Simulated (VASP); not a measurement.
# Cd4S (P6/mmm) in VASP: single point with PBE

Aim: the single point of Cd4S with PBE.

Everything below comes from runs of VASP 6.6.1. Logs are shortened: lines on timing, memory, paths and dates and some standing lists are left out, and cuts for length are marked.

### 1 The cell of the first run

The structure is hexagonal, space group P6/mmm (No. 191). The conventional cell has a = 4.911 Å, b = 4.911 Å, c = 4.221 Å, α = 90.00°, β = 90.00°, γ = 120.00°. Within 2.9 Å of Cd (site symmetry -6m2) lie 5 Cd at 2.11 to 2.84 Å and 3 S at 2.84 Å. Within 2.9 Å of Cd (site symmetry -6m2) lie 5 Cd at 2.11 to 2.84 Å. Within 3.7 Å of S (site symmetry 6/mmm) lie 18 Cd at 2.84 to 3.53 Å.

The cell was generated, and may not be a known phase.

### 2 Single point, PBE

The input, INCAR:

```
ALGO     = Normal         # electronic algorithm
EDIFF    = 1E-6           # SCF threshold, eV
ENCUT    = 630            # plane-wave cutoff, eV
GGA      = PE             # functional
GGA_COMPAT= False        
ISIF     = 2              # what is computed and relaxed
ISMEAR   = 0              # smearing method
LASPH    = True           # aspherical terms in the spheres
LCHARG   = False          # write CHGCAR
LREAL    = False          # projectors in reciprocal space
LWAVE    = False          # write WAVECAR
NBANDS   = 51             # bands
NELM     = 120            # most SCF steps
PREC     = Accurate       # precision mode
SIGMA    = 0.1            # smearing width, eV
```

The input, KPOINTS:

```
k-points
0
Gamma
  6 6 4
```

The input, POSCAR:

```
Cd4S
1.0
    4.9109559700      0.0000000000      0.0000000000
   -2.4554779900      4.2530126300      0.0000000000
    0.0000000000      0.0000000000      4.2206048300
Cd S
4 1
Direct
    0.3333333300      0.6666666700      0.0000000000
    0.6666666700      0.3333333300      0.0000000000
    0.3333333300      0.6666666700      0.5000000000
    0.6666666700      0.3333333300      0.5000000000
    0.0000000000      0.0000000000      0.0000000000
```

Potentials or basis: VASP PAW PBE potentials, release 64 (Cd_sv_GW, S).

The run is started by

```sh
$ cat potpaw_PBE.64/Cd_sv_GW/POTCAR potpaw_PBE.64/S/POTCAR > POTCAR
$ mpirun -np 1 vasp_std > vasp.out
```

OUTCAR:

```text
EDIFF = 1E-6
   ENCUT = 630
   GGA = PE
   ISIF = 2
   ISMEAR = 0
   LASPH = True
   LREAL = False
   NELM = 120
   PREC = Accurate

 ion  position               nearest neighbor table
   1  0.333  0.667  0.000-   3 2.11   3 2.11
   2  0.667  0.333  0.000-   4 2.11   4 2.11
   3  0.333  0.667  0.500-   1 2.11   1 2.11
   4  0.667  0.333  0.500-   2 2.11   2 2.11
   5  0.000  0.000  0.000-

  LATTYP: Found a hexagonal cell.
 ALAT       =     4.9109559700
 C/A-ratio  =     0.8594263227

  Lattice vectors:

 A1 = (   4.9109559700,   0.0000000000,   0.0000000000)
 A2 = (  -2.4554779900,   4.2530126300,   0.0000000000)
 A3 = (   0.0000000000,   0.0000000000,   4.2206048300)

Analysis of symmetry for initial positions (statically):
=====================================================================
 Subroutine PRICEL returns:
 Original cell was already a primitive cell.

 Routine SETGRP: Setting up the symmetry group for a
 hexagonal supercell.

 Subroutine GETGRP returns: Found 24 space group operations
 (whereof 24 operations were pure point group operations)
 out of a pool of 24 trial point group operations.

The static configuration has the point symmetry D_6h.

Analysis of symmetry for dynamics (positions and initial velocities):
=====================================================================
 Subroutine PRICEL returns:
 Original cell was already a primitive cell.

 Routine SETGRP: Setting up the symmetry group for a
 hexagonal supercell.

 Subroutine GETGRP returns: Found 24 space group operations
 (whereof 24 operations were pure point group operations)
 out of a pool of 24 trial point group operations.

The dynamic configuration has the point symmetry D_6h.

 Subroutine INISYM returns: Found 24 space group operations
 (whereof 24 operations are pure point group operations),
 and found     1 'primitive' translations

----------------------------------------------------------------------------------------

                                     Primitive cell

  volume of cell :      88.1531

  direct lattice vectors                    reciprocal lattice vectors
     4.910955970  0.000000000  0.000000000     0.203626342  0.117563724  0.000000000
    -2.455477990  4.253012630  0.000000000     0.000000000  0.235127447  0.000000000
     0.000000000  0.000000000  4.220604830     0.000000000  0.000000000  0.236932866

  length of vectors
     4.910955970  4.910955975  4.220604830     0.235127447  0.235127447  0.236932866

  position of ions in fractional coordinates (direct lattice)
     0.333333330  0.666666670  0.000000000
     0.666666670  0.333333330  0.000000000
     0.333333330  0.666666670  0.500000000
     0.666666670  0.333333330  0.500000000
     0.000000000  0.000000000  0.000000000

  ion indices of the primitive-cell ions
   primitive index   ion index
                 1           1
                 2           2
                 3           3
                 4           4
                 5           5

----------------------------------------------------------------------------------------

 KPOINTS: k-points

Automatic generation of k-mesh.
 Grid dimensions read from file:
 generate k-points for:    6    6    4

 Generating k-lattice:

  Cartesian coordinates                     Fractional coordinates (reciprocal lattice)
     0.033937724  0.019593954  0.000000000     0.166666667  0.000000000  0.000000000
     0.000000000  0.039187908  0.000000000     0.000000000  0.166666667  0.000000000
     0.000000000  0.000000000  0.059233217     0.000000000  0.000000000  0.250000000

  Length of vectors
     0.039187908  0.039187908  0.059233217

  Shift w.r.t. Gamma in fractional coordinates (k-lattice)
     0.000000000  0.000000000  0.000000000

 Subroutine IBZKPT returns following result:
 ===========================================

 Found     21 irreducible k-points:

 Following reciprocal coordinates:
            Coordinates               Weight
  0.000000  0.000000  0.000000      1.000000
  0.166667  0.000000  0.000000      6.000000
  0.333333  0.000000  0.000000      6.000000
  0.500000  0.000000  0.000000      3.000000
  0.166667  0.166667  0.000000      6.000000
  0.333333  0.166667  0.000000     12.000000
[... 13 lines left out ...]
  0.333333  0.166667  0.500000     12.000000
  0.333333  0.333333  0.500000      2.000000
   k-points           NKPTS =     21   k-points in BZ     NKDIM =     21   number of bands    NBANDS=     51
   number of dos      NEDOS =    301   number of ions     NIONS =      5
   total plane-waves  NPLWV =  57600
   dimension x,y,z NGX =    40 NGY =   40 NGZ =   36
   dimension x,y,z NGXF=    80 NGYF=   80 NGZF=   72
   ions per type =               4   1
   NGX,Y,Z   is equivalent  to a cutoff of  13.54, 13.54, 14.18 a.u.
   NGXF,Y,Z  is equivalent  to a cutoff of  27.08, 27.08, 28.36 a.u.
 SYSTEM =  unknown system
   PREC   = accura    normal or accurate (medium, high low for compatibility)
   ISTART =      0    job   : 0-new  1-cont  2-samecut
   ICHARG =      2    charge: 1-file 2-atom 10-const
   ISPIN  =      1    spin polarized calculation?
   LNONCOLLINEAR =      F non collinear calculations
   LSORBIT =      F    spin-orbit coupling
   LASPH  =      T    aspherical Exc in radial PAW
   ENCUT  =  630.0 eV  46.30 Ry    6.80 a.u.  10.05 10.05  8.64*2*pi/ulx,y,z
   NELM   =    120;   NELMIN=  2; NELMDL= -5     # of ELM steps
   EDIFF  = 0.1E-05   stopping-criterion for ELM
   LREAL  =      F    real-space projection
   EDIFFG = 0.1E-04   stopping-criterion for IOM
   NSW    =      0    number of steps for IOM
   IBRION =     -1    ionic relax: 0-MD 1-quasi-New 2-CG
   NFREE  =      0    steps in history (QN), initial steepest desc. (CG)
   ISIF   =      2    stress and relaxation
   ISYM   =      2    0-nonsym 1-usesym 2-fastsym
   POTIM  = 0.5000    time-step for ionic-motion
   TEBEG  =    0.0;   TEEND  =   0.0 temperature during run
   PSTRESS=    0.0 pullay stress
   NELECT =      86.0000    total number of electrons
   NUPDOWN=      -1.0000    fix difference up-down
   EMIN   =  10.00;   EMAX   =-10.00  energy-range for DOS
   EFERMI =   0.00;   METHOD = LEGACY
   ISMEAR =     0;   SIGMA  =   0.10  broadening in eV -4-tet -1-fermi 0-gaus
   EFERMI_NEDOS =   21; number of points for ismear=-14 and -15
   IALGO  =     38    algorithm
   IMIX   =      4    mixing-type and parameters
     AMIX     =   0.40;   BMIX     =  1.00
     AMIX_MAG =   1.60;   BMIX_MAG =  1.00
  volume/ion in A,a.u.               =      17.63       118.98
  Fermi-wavevector in a.u.,A,eV,Ry     =   1.623660  3.068273 35.868670  2.636273
  Thomas-Fermi vector in A             =   2.717074
   LORBIT       =      0    0 simple, 1 ext, 2 COOP (PROOUT), +10 PAW based schemes
   GGA     = PE    functional components
   LHFCALC =     F    Hartree Fock is set to
   AEXX    =    0.0000 exact exchange contribution
   IVDW    =     0    specifies the selected vdW correction
   LEPSILON=     F    determine dielectric tensor
   LRPA    =     F    only Hartree local field effects (RPA)
 non-spin polarized calculation
 Gauss-broadening in eV      SIGMA  =   0.10
  energy-cutoff  :      630.00
  volume of cell :       88.15
 maximum number of plane-waves:      3204
   NGX = 21   NGY = 21   NGZ = 17

 number of electron      86.0000030 magnetization

 Free energy of the ion-electron system (eV)
  ---------------------------------------------------
  ext. energy  EPLUGINS =         0.00000000
  ---------------------------------------------------
  free energy    TOTEN  =         4.38736141 eV

  energy without entropy =        4.39939344  energy(sigma->0) =        4.39337743

 E-fermi :   8.6167     XC(G=0): -11.8401

 val. band max:        8.5126859266   @ k =   0.3333   0.0000   0.5000
 cond. band min:       8.6443923062   @ k =   0.3333   0.3333   0.5000
 fundamental gap:      0.1317063796
 Fermi energy:         8.6166519653

 k-point     1 :       0.0000    0.0000    0.0000
  band No.  band energies     occupation
      1     -95.9451      2.00000
      2     -95.9383      2.00000
      3     -95.7165      2.00000
      4     -95.7103      2.00000
      5     -58.0261      2.00000
      6     -58.0150      2.00000
[... 43 lines left out ...]
     50      15.1150      0.00000
     51      15.1151      0.00000

 k-point     2 :       0.1667    0.0000    0.0000
  band No.  band energies     occupation
      1     -95.9447      2.00000
      2     -95.9387      2.00000
      3     -95.7162      2.00000
      4     -95.7107      2.00000
      5     -58.0254      2.00000
      6     -58.0157      2.00000
[... 43 lines left out ...]
     50      15.6656      0.00000
     51      16.3627      0.00000

 k-point     3 :       0.3333    0.0000    0.0000
  band No.  band energies     occupation
      1     -95.9436      2.00000
      2     -95.9397      2.00000
      3     -95.7152      2.00000
      4     -95.7116      2.00000
      5     -58.0238      2.00000
      6     -58.0174      2.00000
[... 43 lines left out ...]
     50      15.1617      0.00000
     51      16.4523      0.00000
[... 865 lines left out ...]
 k-point    20 :       0.3333    0.1667    0.5000
  band No.  band energies     occupation
      1     -95.8339      2.00000
      2     -95.8317      2.00000
      3     -95.8252      2.00000
      4     -95.8230      2.00000
      5     -57.2723      2.00000
      6     -57.2695      2.00000
[... 43 lines left out ...]
     50      16.1312      0.00000
     51      18.1744      0.00000

 k-point    21 :       0.3333    0.3333    0.5000
  band No.  band energies     occupation
      1     -95.8328      2.00000
      2     -95.8328      2.00000
      3     -95.8241      2.00000
      4     -95.8241      2.00000
      5     -57.2709      2.00000
      6     -57.2709      2.00000
[... 43 lines left out ...]
     50      15.6584      0.00000
     51      18.6378      0.00000

------------------------ aborting loop because EDIFF is reached ----------------------------------------

  FORCE on cell =-STRESS in cart. coord.  units (eV):
  Direction    XX          YY          ZZ          XY          YZ          ZX
  --------------------------------------------------------------------------------------
  -------------------------------------------------------------------------------------
  Total       11.4502255     11.4502256     98.5815715     -0.0000000      0.0000000     -0.0000000
  in kB      208.1072541    208.1072544   1791.7149406     -0.0000002      0.0000000     -0.0000000
  external PRESSURE =     735.9764831 kB  Pullay stress =       0.0000000 kB

 VOLUME and BASIS-vectors are now :
 -----------------------------------------------------------------------------
  energy-cutoff  :      630.00
  volume of cell :       88.15
      direct lattice vectors                 reciprocal lattice vectors
     4.910955970  0.000000000  0.000000000     0.203626342  0.117563724  0.000000000
    -2.455477990  4.253012630  0.000000000     0.000000000  0.235127447  0.000000000
     0.000000000  0.000000000  4.220604830     0.000000000  0.000000000  0.236932866

 POSITION                                       TOTAL-FORCE (eV/Angst)
 -----------------------------------------------------------------------------------
     -0.00000      2.83534      0.00000         0.000000      0.000000      0.000000
      2.45548      1.41767      0.00000        -0.000000     -0.000000      0.000000
     -0.00000      2.83534      2.11030         0.000000      0.000000      0.000000
      2.45548      1.41767      2.11030        -0.000000      0.000000     -0.000000
      0.00000      0.00000      0.00000        -0.000000      0.000000      0.000000
 -----------------------------------------------------------------------------------
    total drift:                                0.000000     -0.000000     -0.000000

  FREE ENERGIE OF THE ION-ELECTRON SYSTEM (eV)
  ---------------------------------------------------
  free  energy   TOTEN  =         4.3873614143 eV

  energy  without entropy=        4.3993934419  energy(sigma->0) =        4.39337743
```

It took 80 s on 1 thread of Intel Xeon 6975P-C (Granite Rapids), shared host; peak memory 0.29 GiB.

What came out:

```yaml
Free_energy: 4.3874 eV
Pressure: 73.6 GPa
Band_gap_on_the_k_mesh: zero (bands 43 and 44 overlap by 1.73 eV)
```

Caveat: the k points lie up to 0.37 Å⁻¹ apart, too coarse for converged energies and pressures of a metal.

The gap in the log of VASP goes by the Fermi energy; the results here count the filled bands.